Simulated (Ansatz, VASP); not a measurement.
One calculation of NaH, two programs

```
Na H
1.0
     0.00000    2.53681    2.39751
     2.53681    0.00000    2.39751
     2.53681    2.53681    0.00000
Na H
1 1
Direct
  0.00000 0.00000 0.00000
  0.50000 0.50000 0.50000
```

Change from the starting cell: biaxial_xy strain +5.8%.

Alike in both runs: task single point; functional HSE06; k mesh 6 × 6 × 6; no spin polarisation.

|  | VASP | Ansatz |
| --- | --- | --- |
| version | VASP 6.6.1 | Ansatz 0.2.0 |
| potentials or method | VASP PAW PBE potentials, release 64 (Na_pv, H) | plane waves, PAW |
| plane-wave cutoff (eV) | 520 | 420 |
| occupations | gaussian, width 0.01 eV | fixed |
| valence electrons in the cell | 8 | 10 |

|  | VASP | Ansatz | Ansatz less VASP |
| --- | --- | --- | --- |
| gap on the k mesh at the Fermi level (eV) | 4.58 | 4.58 | +0.005 |
| pressure (GPa) | -2.0 | -2.0 | +0.01 |
| traceless stress, the component that is largest in VASP (GPa) | 0.81 | 0.80 | -0.012 |

VASP's potentials hold 8 valence electrons a cell and Ansatz's 10, so a difference there can come from the potentials and not from the codes. Ansatz's warnings: stress exchange threshold loose, stress scf threshold loose.
